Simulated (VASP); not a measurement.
Input of a VASP 6.6.1 run:

INCAR

```
SYSTEM = BeAs2
PREC = Accurate
ENCUT = 600
EDIFF = 1E-7
ISMEAR = 0
SIGMA = 0.1
LREAL = .False.
LASPH = .True.
NELM = 100
ALGO = Normal
ISIF = 3
LWAVE = .False.
LCHARG = .False.
GGA = PE
IBRION = 2
NSW = 90
EDIFFG = -0.04
```

KPOINTS

```
regular mesh
0
Gamma
  4 4 4
  0 0 0
```

Contents of POSCAR:

```
BeAs2
1.0
    0.0000000000      3.6744587443      3.6744587443
    3.6744587443      0.0000000000      3.6744587443
    3.6744587443      3.6744587443      0.0000000000
Be As
2 4
Direct
    0.0000000000      0.0000000000      0.0000000000
    0.2500000000      0.2500000000      0.2500000000
    0.6250000000      0.6250000000      0.6250000000
    0.1250000000      0.6250000000      0.6250000000
    0.6250000000      0.6250000000      0.1250000000
    0.6250000000      0.1250000000      0.6250000000
```

Potentials or basis: VASP PAW PBE potentials, release 64 (Be, As).

Launch:

```bash
$ cat potpaw_PBE.64/Be/POTCAR potpaw_PBE.64/As/POTCAR > POTCAR
$ mpirun -np 1 vasp_std > vasp.out
```

Question: What does it give for the band gap on the k mesh?

Answer: Zero (bands 12 and 13 overlap by 1.09 eV).

Question: Predict the space group after relaxing (to 0.1 Å).

Answer: Fd-3m (No. 227).

Question: Predict the relaxed cell.

Answer: a = 5.425 Å, b = 5.425 Å, c = 5.425 Å, α = 60.00°, β = 60.00°, γ = 60.00°.

Question: Estimate the relaxed volume.

Answer: 18.81 Å³/atom.

Final structure:
```yaml
crystal:
  lattice:
    - [0.00000, 3.83585, 3.83585]
    - [3.83585, 0.00000, 3.83585]
    - [3.83585, 3.83585, 0.00000]
  atoms:
    - { symbol: Be, position: [0.00000, 0.00000, 0.00000] }
    - { symbol: Be, position: [0.25000, 0.25000, 0.25000] }
    - { symbol: As, position: [0.62500, 0.62500, 0.62500] }
    - { symbol: As, position: [0.12500, 0.62500, 0.62500] }
    - { symbol: As, position: [0.62500, 0.62500, 0.12500] }
    - { symbol: As, position: [0.62500, 0.12500, 0.62500] }
```

Caveat: the k points lie up to 0.35 Å⁻¹ apart in the final cell, too coarse for converged energies and pressures of a metal.
